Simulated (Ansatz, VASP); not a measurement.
## TiAl: VASP beside Ansatz

```
Ti Al
1.0
     3.17906    0.00000    0.00000
     0.00000    3.17906    0.00000
     0.00000    0.00000    3.17906
Ti Al
1 1
Direct
  0.00000 0.00000 0.00000
  0.50000 0.50000 0.50000
```

Alike in both runs: task relaxation of cell and atoms; functional LDA; k mesh 14 × 14 × 14; occupations gaussian, width 0.1 eV; no spin polarisation.

|  | VASP | Ansatz |
| --- | --- | --- |
| version | VASP 6.6.1 | Ansatz 0.2.0 |
| potentials or method | VASP PAW LDA potentials, release 64 (Ti_sv, Al), cutoff 600 eV | scalar-relativistic, plane waves, PAW |
| valence electrons in the cell | 15 | 15 |

Ansatz gave:

| Property | Result |
| --- | --- |
| gap on the k mesh at the Fermi level, each at its own relaxed structure (eV) | none |
| relaxed volume (Å³/atom) | 15.25 |
| relaxed cell length with the largest relative difference (Å) | 3.124 |

**Question.** What did VASP give for the same quantities?

**Answer.** gap on the k mesh at the Fermi level, each at its own relaxed structure (eV): none; relaxed volume (Å³/atom): 15.27; relaxed cell length with the largest relative difference (Å): 3.126.

Ansatz warns that its potentials were made for another functional, while VASP's fit it. LDA's correlation is that of Perdew and Zunger in VASP and of Perdew and Wang (1992) in Ansatz. A gap of «none» marks a metal or a gap that the smearing closes.
